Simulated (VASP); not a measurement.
Runs of VASP 6.6.1 on Ni2Ge. The structure is that of space group P6_3/mmc (No. 194), or close to it. The cells are those of the table. 

```tsv
cell	gap on the mesh (eV)	pressure (GPa)
a = 4.097, b = 4.097, c = 4.947 Å, angles 90.0, 90.0, 120.0°, 6 atoms	none	-7.6
a = 3.961, b = 3.961, c = 5.007 Å, angles 90.0, 90.0, 120.0°, 6 atoms	none	3.3
a = 3.936, b = 3.936, c = 4.958 Å, angles 90.0, 90.0, 120.0°, 6 atoms	none	(a)
a = 4.011, b = 4.011, c = 5.103 Å, angles 90.0, 90.0, 120.0°, 6 atoms	none	-5.2
a = 4.097, b = 4.097, c = 5.188 Å, angles 90.0, 90.0, 120.0°, 6 atoms	none	(b)
```

Alike in all rows: task single point; level r2SCAN; potentials or basis VASP PAW PBE potentials, release 64 (Ni, Ge_d); no spin polarisation; k mesh 12 × 12 × 8; cutoff (eV) 520; smearing gaussian 0.1 eV.

**Question.** Estimate the missing entries.

**Answer.** (a) 8.3; (b) -14.1.

Caveats: the PAW data sets were made with another functional, which shifts forces and pressure a little; the cell stands under pressure (at least some runs); the cell stands under tension (at least some runs); the stress differs along the axes, from -11 to -0 GPa (at least some runs).

A k mesh can miss the band edges, and the runs leave out spin-orbit coupling on Ge.

A gap of «none» marks levels without a gap at the run's occupations.
